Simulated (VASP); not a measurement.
The system is Nb.

```xyz
1
Lattice="-1.6231 1.6231 1.6231 1.6231 -1.6231 1.6231 1.6231 1.6231 -1.6231" Properties=species:S:1:pos:R:3 pbc="T T T"
Nb    0.0000    0.0000    0.0000
```

Program: VASP 6.6.1. Alike in all runs: task single point; level LDA; potentials or basis VASP PAW LDA potentials, release 64 (Nb_sv); no spin polarisation; cell as given; cutoff (eV) 520.

Order these runs on this cell by their pressure, lowest first.
A. k mesh 14 × 14 × 14; smearing gaussian 1 eV
B. k mesh 14 × 14 × 14; smearing methfessel-paxton 0.1 eV
C. k mesh 14 × 14 × 14; smearing fermi-dirac 0.6 eV
D. k mesh 2 × 2 × 2; smearing fermi-dirac 0.1 eV
E. k mesh 14 × 14 × 14; smearing fermi-dirac 1 eV

D (-23.3 GPa), B (-0.1 GPa), A (3.1 GPa), C (6.9 GPa), E (17.6 GPa).

Caveats: some runs use coarse meshes.
